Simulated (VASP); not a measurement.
**Sc: single point with LDA**

Crystal: Sc.

```xyz
2
Lattice="3.3525 0.0000 0.0000 -1.6763 2.9034 0.0000 0.0000 0.0000 5.3427" Properties=species:S:1:pos:R:3 pbc="T T T"
Sc    1.6763    0.9678    4.0070
Sc    0.0000    1.9356    1.3357
```

```
Program             : VASP 6.6.1
Task                : single point
Functional          : LDA
Potentials or basis : VASP PAW LDA potentials, release 64 (Sc_sv)
Cutoff              : 520 eV
k mesh              : 9 × 9 × 5
Occupations         : gaussian, width 0.05 eV
Spin                : no spin polarisation
```

```yaml
Pressure: -6.9 GPa
Band_gap_on_the_k_mesh: zero (bands 11 and 12 overlap by 1.05 eV)
```

Stress tensor (GPa, compression positive):
```
-6.36  0.00  0.00
 0.00 -6.36  0.00
 0.00  0.00 -7.91
```

Levels at points of the mesh, in eV from the Fermi level:
```tsv
k point	band 9	band 10	band 11	band 12	band 13	band 14
(0.00, 0.00, 0.00)	-4.98	-1.62	0.45	1.48	1.48	1.59
```

Run time: 21 s on 1 thread of Intel(R) Xeon(R) Platinum 8488C (Sapphire Rapids), with other jobs on the host, peak memory 0.16 GiB.

Caveat: the cell stands under tension.
